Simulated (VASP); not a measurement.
A run of VASP 6.6.1 is set up as follows.

File INCAR:

```
PREC = Accurate
ENCUT = 520
EDIFF = 1E-7
ISMEAR = -1
SIGMA = 0.02
LREAL = False
LASPH = True
NELM = 80
ALGO = Normal
ISIF = 2
LWAVE = False
LCHARG = True
GGA = PE
LELF = True
LVHAR = True
NBANDS = 20
```

File KPOINTS:

```
regular mesh
0
Gamma
  6 6 6
```

The input POSCAR:

```
WS2
1.0
    0.0000000000      2.9360878847      2.9360878847
    2.9360878847      0.0000000000      2.9360878847
    2.9360878847      2.9360878847      0.0000000000
W S
1 2
Direct
    0.0000000000      0.0000000000      0.0000000000
    0.2500000000      0.2500000000      0.2500000000
    0.7500000000      0.7500000000      0.7500000000
```

Potentials or basis: VASP PAW PBE potentials, release 64 (W_sv, S).

Run with:

```bash
$ cat potpaw_PBE.64/W_sv/POTCAR potpaw_PBE.64/S/POTCAR > POTCAR
$ mpirun -np 1 vasp_std > vasp.out
```

(1) Predict the pressure.

(2) Estimate the band gap on the k mesh.

## Answers

(1) 0.1 GPa.

(2) zero (bands 13 and 14 overlap by 1.18 eV).

Caveat: spin-orbit coupling is left out, which moves the levels of the heavy elements.
